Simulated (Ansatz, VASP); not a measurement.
# AgCl: VASP beside Ansatz

The input INCAR:

```
PREC = Accurate ; ENCUT = 520
EDIFF = 1E-6 ; ISMEAR = -1
SIGMA = 0.01 ; LREAL = F
LASPH = T ; NELM = 60
ALGO = Normal ; ISIF = 2
LWAVE = F ; LCHARG = T
GGA = PE ; LELF = T
LVHAR = T ; NBANDS = 16
```

KPOINTS

```
Automatic mesh
0
Gamma
  9 9 9
```

POSCAR

```
AgCl
1.0
    0.0000000000      2.7731500000      2.7731500000
    2.7731500000      0.0000000000      2.7731500000
    2.7731500000      2.7731500000      0.0000000000
Ag Cl
1 1
Direct
    0.5090150190      0.5090150190      0.4909849810
    0.0000000000      0.0000000000      0.0000000000
```

Input for Ansatz:

```yaml
crystal:
  lattice:
    - [0.0, 2.77315, 2.77315]
    - [2.77315, 0.0, 2.77315]
    - [2.77315, 2.77315, 0.0]
  atoms:
    - { symbol: Ag, position: [0.509015019, 0.509015019, 0.490984981] }
    - { symbol: Cl, position: [0.0, 0.0, 0.0] }
kpoints:
  mp_grid: { grid: [9, 9, 9] }
scf:
  occupations: { method: fermi_dirac, width: 0.01 }
hamiltonian:
  xc: pbe
  pseudopotentials: { kind: all_electron, lapw: { basis_error: 0.0005 } }
output:
  forces: true
  stress: true
  eigenvalues: true
```

Alike in both runs: task single point; functional PBE; k mesh 9 × 9 × 9; occupations fermi-dirac, width 0.01 eV; no spin polarisation.

|  | VASP | Ansatz |
| --- | --- | --- |
| version | VASP 6.6.1 | Ansatz 0.2.0 |
| potentials or method | VASP PAW PBE potentials, release 64 (Ag, Cl), cutoff 520 eV | all-electron LAPW, scalar-relativistic |

|  | VASP | Ansatz | Ansatz less VASP |
| --- | --- | --- | --- |
| gap on the k mesh at the Fermi level (eV) | 0.96 | 0.96 | +0.004 |
| pressure (GPa) | 1.5 | 1.7 | +0.14 |
| traceless stress, the component that is largest in VASP (GPa) | 0.08 | 0.08 | +0.001 |
| rms of the force components (eV/Å) | 0.033 | 0.034 | +0.0006 |

Atom by atom the forces differ by 0.001 eV/Å (rms over components). Ansatz ran all-electron here, and VASP with PAW potentials.
